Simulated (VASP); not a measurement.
Wanted: the native input for a VASP 6.6.1 run.

```
Task                   : single point
Functional             : PBE
Potentials or basis    : VASP PAW PBE potentials, release 64 (Na_pv, F)
Cutoff                 : 520 eV
k mesh                 : 8 × 8 × 8
Occupations            : fermi-dirac, width 0.02 eV
Spin                   : no spin polarisation
Dipole correction      : no
Further INCAR settings : ALGO = Normal; EDIFF = 1e-06; NBANDS = 14
```

The structure of NaF lies in POSCAR:

```
NaF
1.0
    0.0000000000      2.2858943317      2.2858943317
    2.2858943317      0.0000000000      2.2858943317
    2.2858943317      2.2858943317      0.0000000000
Na F
1 1
Direct
    0.0000000000      0.0000000000      0.0000000000
    1.5000002198      0.4999999274      0.4999999274
```

The input as run:

INCAR

```
SYSTEM = NaF
PREC = Accurate
ENCUT = 520
EDIFF = 1E-6
ISMEAR = -1
SIGMA = 0.02
LREAL = .FALSE.
LASPH = .TRUE.
NELM = 80
ALGO = Normal
ISIF = 2
LWAVE = .FALSE.
LCHARG = .FALSE.
GGA = PE
NBANDS = 14
```

KPOINTS

```
regular mesh
0
G
  8 8 8
  0 0 0
```

Potentials or basis: VASP PAW PBE potentials, release 64 (Na_pv, F).

Command:

```console
$ cat potpaw_PBE.64/Na_pv/POTCAR potpaw_PBE.64/F/POTCAR > POTCAR
$ mpirun -np 1 vasp_std > vasp.out
```

Results of the run:

| Property | Result |
| --- | --- |
| Pressure | 4.4 GPa |
| Band gap on the k mesh | 6.52 eV, direct |

Wall time 5.5 s on 1 thread of AMD EPYC 9R45 96-Core Processor (Zen 5), on a shared host, peak memory 0.1 GiB.
